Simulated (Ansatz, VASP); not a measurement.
# One calculation of CO2, two programs

INCAR

```
PREC     = Accurate       # precision mode
ENCUT    = 520            # plane-wave cutoff, eV
EDIFF    = 1E-6           # SCF threshold, eV
ISMEAR   = -1             # smearing method
SIGMA    = 0.02           # smearing width, eV
LREAL    = F              # projectors in reciprocal space
LASPH    = T              # aspherical terms in the spheres
NELM     = 80             # most SCF steps
ALGO     = Normal         # electronic algorithm
ISIF     = 2              # what is computed and relaxed
LWAVE    = F              # write WAVECAR
LCHARG   = F              # write CHGCAR
GGA      = PE             # functional
NBANDS   = 44             # bands
```

File KPOINTS:

```
Automatic mesh
0
Gamma
  6 6 6
```

File POSCAR:

```
CO2
1.0
    5.4422668343      0.0000000000      0.0000000000
    0.0000000000      5.4422668343      0.0000000000
    0.0000000000      0.0000000000      5.4422668343
C O
4 8
Direct
    0.0000000000      0.0000000000      0.0000000000
    0.5000000000      0.0000000000      0.5000000000
    0.5000000000      0.5000000000      0.0000000000
    0.0000000000      0.5000000000      0.5000000000
    0.1230864356      0.1230864356      0.1230864356
    0.3769135644      0.8769135644      0.6230864356
    0.6230864356      0.3769135644      0.8769135644
    0.8769135644      0.6230864356      0.3769135644
    0.8769135644      0.8769135644      0.8769135644
    0.6230864356      0.1230864356      0.3769135644
    0.3769135644      0.6230864356      0.1230864356
    0.1230864356      0.3769135644      0.6230864356
```

Input for Ansatz:

```yaml
crystal:
  lattice:
    - [5.4422668343, 0.0, 0.0]
    - [0.0, 5.4422668343, 0.0]
    - [0.0, 0.0, 5.4422668343]
  atoms:
    - { symbol: C, position: [0.0, 0.0, 0.0] }
    - { symbol: C, position: [0.5, 0.0, 0.5] }
    - { symbol: C, position: [0.5, 0.5, 0.0] }
    - { symbol: C, position: [0.0, 0.5, 0.5] }
    - { symbol: O, position: [0.1230864356, 0.1230864356, 0.1230864356] }
    - { symbol: O, position: [0.3769135644, 0.8769135644, 0.6230864356] }
    - { symbol: O, position: [0.6230864356, 0.3769135644, 0.8769135644] }
    - { symbol: O, position: [0.8769135644, 0.6230864356, 0.3769135644] }
    - { symbol: O, position: [0.8769135644, 0.8769135644, 0.8769135644] }
    - { symbol: O, position: [0.6230864356, 0.1230864356, 0.3769135644] }
    - { symbol: O, position: [0.3769135644, 0.6230864356, 0.1230864356] }
    - { symbol: O, position: [0.1230864356, 0.3769135644, 0.6230864356] }
kpoints:
  mp_grid: { grid: [6, 6, 6] }
  band_path:
    path:
      - [[0.0, 0.0, 0.0], [-1.055751056189e-49, 0.5, 0.0], [0.5, 0.5, 0.0], [0.0, 0.0, 0.0], [0.5, 0.5, 0.5], [-1.055751056189e-49, 0.5, 0.0]]
      - [[0.5, 0.5, 0.5], [0.5, 0.5, 0.0], [0.5, 2.627587046437e-33, 0.0]]
    npoints: 10
hamiltonian:
  xc: pbe
scf:
  occupations: { method: fermi_dirac, width: 0.02 }
  n_extra_bands: 7
output:
  forces: true
  stress: true
  eigenvalues: true
```

Alike in both runs: task single point; functional PBE; k mesh 6 × 6 × 6; occupations fermi-dirac, width 0.02 eV; no spin polarisation.

|  | VASP | Ansatz |
| --- | --- | --- |
| version | VASP 6.6.1 | Ansatz 0.2.0 |
| potentials or method | VASP PAW PBE potentials, release 64 (C, O) | plane waves, PAW |
| plane-wave cutoff (eV) | 520 | 420 |
| valence electrons in the cell | 64 | 64 |

|  | VASP | Ansatz | Ansatz less VASP |
| --- | --- | --- | --- |
| gap on the k mesh at the Fermi level (eV) | 6.95 | 6.97 | +0.023 |
| pressure (GPa) | 6.7 | 5.0 | -1.75 |
| rms of the force components (eV/Å) | 0.677 | 0.361 | -0.3160 |

Atom by atom the forces differ by 0.316 eV/Å (rms over components).

Noted on VASP's run: the standard files for N, O and F lose accuracy on very short bonds.
